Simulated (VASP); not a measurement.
Input of a VASP 6.6.1 run:

INCAR

```
SYSTEM = Ti
  PREC = Accurate
  ENCUT = 520
  EDIFF = 1E-6
  ISMEAR = -1
  SIGMA = 0.05
  LREAL = .FALSE.
  LASPH = .TRUE.
  NELM = 80
  ALGO = Normal
  ISIF = 2
  LWAVE = .FALSE.
  LCHARG = .FALSE.
  GGA = PE
  IBRION = 2
  NSW = 80
  EDIFFG = -0.02
```

File KPOINTS:

```
Automatic mesh
0
G
  7 7 10
  0 0 0
```

Contents of POSCAR:

```
Ti
1.0
    4.6000000000      0.0000000000      0.0000000000
   -2.3000000000      3.9837168574      0.0000000000
    0.0000000000      0.0000000000      2.8200000000
Ti
3
Direct
    0.0000000000      0.0000000000      0.0000000000
    0.3333333333      0.6666666667      0.5000000000
    0.6666666667      0.3333333333      0.5000000000
```

Potentials or basis: VASP PAW PBE potentials, release 64 (Ti_sv).

Launch:

```bash
$ cat potpaw_PBE.64/Ti_sv/POTCAR > POTCAR
$ mpirun -np 1 vasp_std > vasp.out
```

(1) Estimate the band gap on the k mesh.

Answers

(1) zero (band 18 reaches 8.46 eV, above the bottom of band 19 at 8.23 eV).

Caveat: the relaxation stopped at its first step, so nothing moved.
